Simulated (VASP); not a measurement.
Input of a VASP 6.6.1 run:

Contents of INCAR:

```
PREC = Accurate ; ENCUT = 520
EDIFF = 1E-6 ; ISMEAR = 0
SIGMA = 0.1 ; LREAL = False
LASPH = True ; NELM = 60
ALGO = Normal ; ISIF = 2
LWAVE = False ; LCHARG = False
GGA = PE ; NBANDS = 20
```

The input KPOINTS:

```
Automatic mesh
0
Gamma
  10 10 16
```

Contents of POSCAR:

```
Te2Mo
1.0
    3.8486934695     -3.8481743502      0.0000000000
    3.8486934695      3.8481743502      0.0000000000
    0.0000000000      0.0000000000      2.9383166410
Te Mo
2 1
Direct
    0.0000000000      0.5000000000      0.0000000000
    0.5000000000      0.0000000000      0.0000000000
    0.0000000000      0.0000000000      0.0000000000
```

Potentials or basis: VASP PAW PBE potentials, release 64 (Te, Mo_sv).

Launch:

```console
$ cat potpaw_PBE.64/Te/POTCAR potpaw_PBE.64/Mo_sv/POTCAR > POTCAR
$ mpirun -np 1 vasp_std > vasp.out
```

Problem. Predict the pressure.

Solution. 0.0 GPa.

Problem. What does it give for the band gap on the k mesh?

Solution. Zero (band 13 reaches 7.64 eV, above the bottom of band 14 at 6.02 eV).

Caveat: spin-orbit coupling is left out, which moves the levels of the heavy elements.
